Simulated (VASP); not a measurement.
A run of VASP 6.6.1:

Contents of INCAR:

```
SYSTEM = Si3AsF
ALGO     = Normal         ! electronic algorithm
EDIFF    = 1E-6           ! SCF threshold, eV
ENCUT    = 520            ! plane-wave cutoff, eV
GGA      = PE             ! functional
ISIF     = 2              ! what is computed and relaxed
ISMEAR   = 0              ! smearing method
LASPH    = .TRUE.         ! aspherical terms in the spheres
LCHARG   = .TRUE.         ! write CHGCAR
LELF     = .TRUE.         ! ELF
LREAL    = .FALSE.        ! projectors in reciprocal space
LVHAR    = .TRUE.       
LWAVE    = .FALSE.        ! write WAVECAR
NBANDS   = 20             ! bands
NELM     = 100            ! most SCF steps
PREC     = Accurate       ! precision mode
SIGMA    = 0.1            ! smearing width, eV
```

KPOINTS

```
k-points
0
G
  6 6 4
  0 0 0
```

Contents of POSCAR:

```
Si3AsF
1.0
    4.1360803079     -0.0000000029      0.0000000000
   -2.0680401514      3.5819506202      0.0000000000
    0.0000000000      0.0000000000      5.5763480374
Si As F
3 1 1
Direct
    0.6666666667      0.3333333333      0.2231939689
    0.6666666667      0.3333333333      0.7768060311
    0.0000000000      0.0000000000      0.0000000000
    0.0000000000      0.0000000000      0.5000000000
    0.3333333333      0.6666666667      0.0000000000
```

Potentials or basis: VASP PAW PBE potentials, release 64 (Si, As, F).

Command:

```sh
$ cat potpaw_PBE.64/Si/POTCAR potpaw_PBE.64/As/POTCAR potpaw_PBE.64/F/POTCAR > POTCAR
$ mpirun -np 1 vasp_std > vasp.out
```

Hardware: 1 thread of Intel(R) Xeon(R) 6975P-C (Granite Rapids), on a shared host.

Q: How long does it take, and how much memory?

A: It took 16 s on 1 thread of Intel(R) Xeon(R) 6975P-C (Granite Rapids), on a shared host, peak memory 0.2 GiB. Counts: scf iterations 14, k points 21.
